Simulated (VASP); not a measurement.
# Si3Ge (P-4m2) in VASP: a series of runs, part 2 of 2

VASP 6.6.1. Earlier steps stand in the parts before.

### 3 Relaxation of shape and atoms at fixed volume, PBE (21.80 Å³/atom)

This run uses another cell than the first one, of 21.80 Å³/atom.

Input file INCAR:

```
  PREC = Accurate
  ENCUT = 600
  EDIFF = 1E-6
  ISMEAR = 0
  SIGMA = 0.02
  LREAL = False
  LASPH = True
  NELM = 80
  ALGO = Normal
  ISIF = 4
  LWAVE = False
  LCHARG = False
  GGA = PE
  IBRION = 2
  NSW = 50
  EDIFFG = -0.01
```

Input file KPOINTS:

```
Automatic mesh
0
Gamma
  10 10 6
```

Input file POSCAR:

```
Si3Ge
1.0
    3.9511149896      0.0000000000      0.0000000000
    0.0000000000      3.9511149896      0.0000000000
    0.0000000000      0.0000000000      5.5868402908
Si Ge
3 1
Direct
    0.5000000000      0.5000000000      0.0000000000
    0.0000000000      0.5000000000      0.7558713849
    0.5000000000      0.0000000000      0.2441286151
    0.0000000000      0.0000000000      0.5000000000
```

Potentials or basis: VASP PAW PBE potentials, release 64 (Si, Ge_d).

The run is started by

```console
$ cat potpaw_PBE.64/Si/POTCAR potpaw_PBE.64/Ge_d/POTCAR > POTCAR
$ mpirun -np 1 vasp_std > vasp.out
```

OUTCAR:

```text
PREC = Accurate
   ENCUT = 600
   EDIFF = 1E-6
   ISMEAR = 0
   LREAL = False
   LASPH = True
   NELM = 80
   ISIF = 4
   GGA = PE
   IBRION = 2
   NSW = 50
   EDIFFG = -0.01

 ion  position               nearest neighbor table
   1  0.500  0.500  0.000-   2 2.40   3 2.40   3 2.40   2 2.40
   2  0.000  0.500  0.756-   1 2.40   1 2.40   4 2.44   4 2.44
   3  0.500  0.000  0.244-   1 2.40   1 2.40   4 2.44   4 2.44
   4  0.000  0.000  0.500-   2 2.44   3 2.44   2 2.44   3 2.44

  LATTYP: Found a simple tetragonal cell.
 ALAT       =     3.9511149896
 C/A-ratio  =     1.4139908116

  Lattice vectors:

 A1 = (   3.9511149896,   0.0000000000,   0.0000000000)
 A2 = (   0.0000000000,   3.9511149896,   0.0000000000)
 A3 = (   0.0000000000,   0.0000000000,   5.5868402908)

Analysis of symmetry for initial positions (statically):
=====================================================================
 Subroutine PRICEL returns:
 Original cell was already a primitive cell.

 Routine SETGRP: Setting up the symmetry group for a
 simple tetragonal supercell.

 Subroutine GETGRP returns: Found  8 space group operations
 (whereof  8 operations were pure point group operations)
 out of a pool of 16 trial point group operations.

The static configuration has the point symmetry D_2d.

Analysis of symmetry for dynamics (positions and initial velocities):
=====================================================================
 Subroutine PRICEL returns:
 Original cell was already a primitive cell.

 Routine SETGRP: Setting up the symmetry group for a
 simple tetragonal supercell.

 Subroutine GETGRP returns: Found  8 space group operations
 (whereof  8 operations were pure point group operations)
 out of a pool of 16 trial point group operations.

The dynamic configuration has the point symmetry D_2d.

 Subroutine INISYM returns: Found  8 space group operations
[... 122 lines left out ...]
  volume/ion in A,a.u.               =      21.80       147.14
  Fermi-wavevector in a.u.,A,eV,Ry     =   1.093614  2.066631 16.272455  1.195992
  Thomas-Fermi vector in A             =   2.229903
   LORBIT       =      0    0 simple, 1 ext, 2 COOP (PROOUT), +10 PAW based schemes
   GGA     = PE    functional components
   LHFCALC =     F    Hartree Fock is set to
   AEXX    =    0.0000 exact exchange contribution
   IVDW    =     0    specifies the selected vdW correction
   LEPSILON=     F    determine dielectric tensor
   LRPA    =     F    only Hartree local field effects (RPA)
 conjugate gradient relaxation of ions
 non-spin polarized calculation
 Gauss-broadening in eV      SIGMA  =   0.02
  energy-cutoff  :      600.00
  volume of cell :       87.22
 maximum number of plane-waves:      2950
 NGX is ok and might be reduce to    32
   NGX = 15   NGY = 15   NGZ = 23

 number of electron      26.0000006 magnetization

 Free energy of the ion-electron system (eV)
  ---------------------------------------------------
  ext. energy  EPLUGINS =         0.00000000
  ---------------------------------------------------
  free energy    TOTEN  =       -20.71634718 eV

  energy without entropy =      -20.71634718  energy(sigma->0) =      -20.71634718

 E-fermi :   5.1831     XC(G=0):  -9.3359

 val. band max:        5.0847105296   @ k =   0.0000   0.0000   0.0000
 cond. band min:       5.5240463164   @ k =   0.5000   0.5000   0.0000
 fundamental gap:      0.4393357868
 Fermi energy:         5.1831056376

 k-point     1 :       0.0000    0.0000    0.0000
  band No.  band energies     occupation
      1     -19.1159      2.00000
      2     -19.1068      2.00000
      3     -19.1068      2.00000
      4     -19.0884      2.00000
      5     -19.0866      2.00000
      6      -6.7407      2.00000
[... 457 lines left out ...]
      4     -19.0876      2.00000
      5     -19.0873      2.00000
      6      -6.3091      2.00000
[... 9 lines left out ...]
     16       8.2394      0.00000
     17       8.2606      0.00000

 [... further k-points ...]

------------------------ aborting loop because EDIFF is reached ----------------------------------------

  FORCE on cell =-STRESS in cart. coord.  units (eV):
  Direction    XX          YY          ZZ          XY          YZ          ZX
  --------------------------------------------------------------------------------------
  -------------------------------------------------------------------------------------
  Total       -1.2744500     -1.2744500     -1.2674899      0.0000000      0.0000000      0.0000000
  in kB      -23.4114210    -23.4114210    -23.2835660      0.0000000      0.0000000      0.0000000
  external PRESSURE =     -23.3688027 kB  Pullay stress =       0.0000000 kB

 VOLUME and BASIS-vectors are now :
 -----------------------------------------------------------------------------
  energy-cutoff  :      600.00
  volume of cell :       87.22
      direct lattice vectors                 reciprocal lattice vectors
     3.951114990  0.000000000  0.000000000     0.253093115  0.000000000  0.000000000
     0.000000000  3.951114990  0.000000000     0.000000000  0.253093115  0.000000000
     0.000000000  0.000000000  5.586840291     0.000000000  0.000000000  0.178992051

 POSITION                                       TOTAL-FORCE (eV/Angst)
 -----------------------------------------------------------------------------------
      1.97556      1.97556      0.00000         0.000000     -0.000000      0.000000
      0.00000      1.97556      4.22293         0.000000      0.000000      0.004600
      1.97556      0.00000      1.36391         0.000000      0.000000     -0.004600
      0.00000      0.00000      2.79342        -0.000000      0.000000      0.000000
 -----------------------------------------------------------------------------------
    total drift:                                0.000000     -0.000000     -0.000000

  FREE ENERGIE OF THE ION-ELECTRON SYSTEM (eV)
  ---------------------------------------------------
  free  energy   TOTEN  =       -20.7163471767 eV

  energy  without entropy=      -20.7163471767  energy(sigma->0) =      -20.71634718

 reached required accuracy - stopping structural energy minimisation
```

It took 59 s on 1 thread of Intel Xeon Platinum 8488C (Sapphire Rapids), shared host; peak memory 0.3 GiB.

Results:

```
Free energy                  : -20.7163 eV
Pressure after relaxing      : -2.3 GPa
Largest force after relaxing : 0.005 eV/Å
Band gap on the k mesh       : 0.44 eV (least direct gap 0.73 eV)
```

Forces in eV/Å, atoms in the order of the input:
```
Si   0.000  0.000  0.000
Si   0.000  0.000  0.005
Si   0.000  0.000 -0.005
Ge   0.000  0.000  0.000
```

Final structure:
```
Si Ge
1.0
     3.95111    0.00000    0.00000
     0.00000    3.95111    0.00000
     0.00000    0.00000    5.58684
Si Ge
3 1
Direct
  0.50000 0.50000 0.00000
  0.00000 0.50000 0.75587
  0.50000 0.00000 0.24413
  0.00000 0.00000 0.50000
```

Levels at points of the mesh, in eV from the valence-band top:
```tsv
k point	band 10	band 11	band 12	band 13	band 14	band 15	band 16	band 17
(0.00, 0.00, 0.00)	-2.79	-0.04	0.00	0.00	0.73	0.88	1.93	2.52
(0.50, 0.00, 0.00)	-3.62	-3.54	-1.48	-1.17	2.12	2.48	4.53	4.71
(0.50, 0.50, 0.00)	-2.84	-2.77	-2.77	-2.70	0.44	0.89	0.89	1.06
(0.00, 0.00, 0.50)	-1.98	-1.98	-1.69	-1.69	0.96	1.29	3.04	3.13
(0.50, 0.00, 0.50)	-1.39	-1.23	-1.19	-1.03	0.79	1.22	3.22	3.37
(0.50, 0.50, 0.50)	-3.67	-3.66	-3.66	-3.60	4.18	4.34	4.34	4.44
```

Caveat: the relaxation stopped at its first step, so nothing moved. A k mesh can miss the band edges.
